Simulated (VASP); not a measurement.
Runs of VASP 6.6.1 on SiC. The structure is that of space group P6_3mc (No. 186), or close to it. The cells are those of the table. 

```csv
task,cell,gap on the mesh (eV),pressure (GPa),largest force (eV/Å)
single point,"a = 3.014, b = 3.014, c = 5.048 Å, angles 90.0, 90.0, 120.0°, 4 atoms",2.14,11.1,1.00
single point,"a = 3.107, b = 3.107, c = 5.048 Å, angles 90.0, 90.0, 120.0°, 4 atoms",2.18,-3.9,0.65
single point,"a = 3.076, b = 3.076, c = 4.947 Å, angles 90.0, 90.0, 120.0°, 4 atoms",2.09,(b),0.58
single point,"a = 3.136, b = 3.136, c = 5.147 Å, angles 90.0, 90.0, 120.0°, 4 atoms",(a),-11.0,0.66
single point,"a = 2.984, b = 2.984, c = 5.048 Å, angles 90.0, 90.0, 120.0°, 4 atoms",2.14,17.1,1.16
single point,"a = 3.034, b = 3.034, c = 4.980 Å, angles 90.0, 90.0, 120.0°, 4 atoms",2.08,10.5,0.82
electric field gradients,"a = 3.168, b = 3.168, c = 5.048 Å, angles 90.0, 90.0, 120.0°, 4 atoms",2.08,-11.6,0.49
electric field gradients,"a = 3.076, b = 3.076, c = 5.149 Å, angles 90.0, 90.0, 120.0°, 4 atoms",2.24,-3.1,0.83
single point,"a = 3.076, b = 3.076, c = 4.897 Å, angles 90.0, 90.0, 120.0°, 4 atoms",2.06,7.3,0.46
electric field gradients,"a = 3.076, b = 3.076, c = 5.199 Å, angles 90.0, 90.0, 120.0°, 4 atoms",2.28,-4.7,0.85
electric field gradients,"a = 3.034, b = 3.034, c = 4.980 Å, angles 90.0, 90.0, 120.0°, 4 atoms",2.08,10.5,0.82
single point,"a = 3.045, b = 3.045, c = 5.048 Å, angles 90.0, 90.0, 120.0°, 4 atoms",2.15,5.6,0.87
```

Alike in all rows: level PBEsol; potentials or basis VASP PAW PBE potentials, release 64 (Si, C); no spin polarisation; k mesh 15 × 15 × 8; cutoff (eV) 520; smearing fermi-dirac 0.08 eV.

**Question.** Fill in the values left out.

**Answer.** (a) 2.26; (b) 4.9.

Caveats: the PAW data sets were made with another functional, which shifts forces and pressure a little.

A k mesh can miss the band edges.
